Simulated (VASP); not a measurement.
Here is a VASP 6.6.1 calculation.

INCAR

```
SYSTEM = HfMg3
  PREC = Accurate
  ENCUT = 520
  EDIFF = 1E-7
  ISMEAR = 1
  SIGMA = 0.1
  LREAL = .FALSE.
  LASPH = .TRUE.
  NELM = 80
  ALGO = Normal
  ISIF = 2
  LWAVE = .FALSE.
  LCHARG = .TRUE.
  GGA = PE
  LELF = .TRUE.
  LVHAR = .TRUE.
  NBANDS = 16
```

File KPOINTS:

```
regular mesh
0
G
  7 7 7
  0 0 0
```

POSCAR

```
HfMg3
1.0
   -2.2263530000      2.2263530000      4.4846200000
    2.2263530000     -2.2263530000      4.4846200000
    2.2263530000      2.2263530000     -4.4846200000
Mg Hf
3 1
Direct
    0.5000000000      0.5000000000      0.0000000000
    0.2500000000      0.7500000000      0.5000000000
    0.7500000000      0.2500000000      0.5000000000
    0.0000000000      0.0000000000      0.0000000000
```

Potentials or basis: VASP PAW PBE potentials, release 64 (Mg, Hf_pv).

Run with:

```sh
$ cat potpaw_PBE.64/Mg/POTCAR potpaw_PBE.64/Hf_pv/POTCAR > POTCAR
$ mpirun -np 1 vasp_std > vasp.out
```

Problem. Predict the pressure.

Solution. -0.2 GPa.

Problem. What does it give for the band gap on the k mesh?

Solution. Zero (band 8 reaches 3.65 eV, above the bottom of band 9 at 2.17 eV).

Stress tensor (GPa, compression positive):
```
 0.43  0.00  0.00
 0.00  0.43  0.00
 0.00  0.00 -1.36
```

Caveat: spin-orbit coupling is left out, which moves the levels of the heavy elements.
